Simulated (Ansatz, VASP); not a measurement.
## Li2O: VASP beside Ansatz

Contents of INCAR:

```
PREC = Accurate ; ENCUT = 750
EDIFF = 1E-7 ; ISMEAR = -1
SIGMA = 0.03 ; LREAL = F
LASPH = T ; NELM = 120
ALGO = Normal ; ISIF = 3
LWAVE = F ; LCHARG = F
GGA = PE ; IBRION = 2
NSW = 100 ; EDIFFG = -0.005
GGA_COMPAT = F ; NELMIN = 4
```

File KPOINTS:

```
regular mesh
0
Gamma
  12 12 12
```

The input POSCAR:

```
Li2O
1.0
    0.0000000000      2.5553258337      2.5553258337
    2.5553258337      0.0000000000      2.5553258337
    2.5553258337      2.5553258337      0.0000000000
O Li
1 2
Direct
    0.0000000000      0.0000000000      0.0000000000
    0.2500000000      0.2500000000      0.2500000000
    0.7500000000      0.7500000000      0.7500000000
```

Input for Ansatz:

```yaml
crystal:
  lattice:
    - [0.0, 2.5553258337, 2.5553258337]
    - [2.5553258337, 0.0, 2.5553258337]
    - [2.5553258337, 2.5553258337, 0.0]
  atoms:
    - { symbol: O, position: [0.0, 0.0, 0.0] }
    - { symbol: Li, position: [0.25, 0.25, 0.25] }
    - { symbol: Li, position: [0.75, 0.75, 0.75] }
kpoints:
  mp_grid: { grid: [12, 12, 12] }
scf:
  occupations: { method: fermi_dirac, width: 0.03 }
hamiltonian:
  xc: pbe
  pseudopotentials: { kind: paw }
output:
  forces: true
  stress: true
relax:
  f_tol: 0.005
  max_steps: 80
  cell: {}
```

Alike in both runs: task relaxation of cell and atoms; functional PBE; k mesh 12 × 12 × 12; occupations fermi-dirac, width 0.03 eV; no spin polarisation.

|  | VASP | Ansatz |
| --- | --- | --- |
| version | VASP 6.6.1 | Ansatz 0.2.0 |
| potentials or method | VASP PAW PBE potentials, release 64 (O, Li_sv) | PAW with Ansatz's default frozen-core files, scalar-relativistic |
| plane-wave cutoff (eV) | 750 | 420 |
| valence electrons in the cell | 12 | 12 |

|  | VASP | Ansatz | Ansatz less VASP |
| --- | --- | --- | --- |
| relaxed volume (Å³/atom) | 8.25 | 8.25 | -0.004 |
| relaxed cell length with the largest relative difference (Å) | 3.272 | 3.271 | -0.0005 |

Noted on VASP's run: the volume moved by over 15 % at a fixed basis, so the end points are rough.
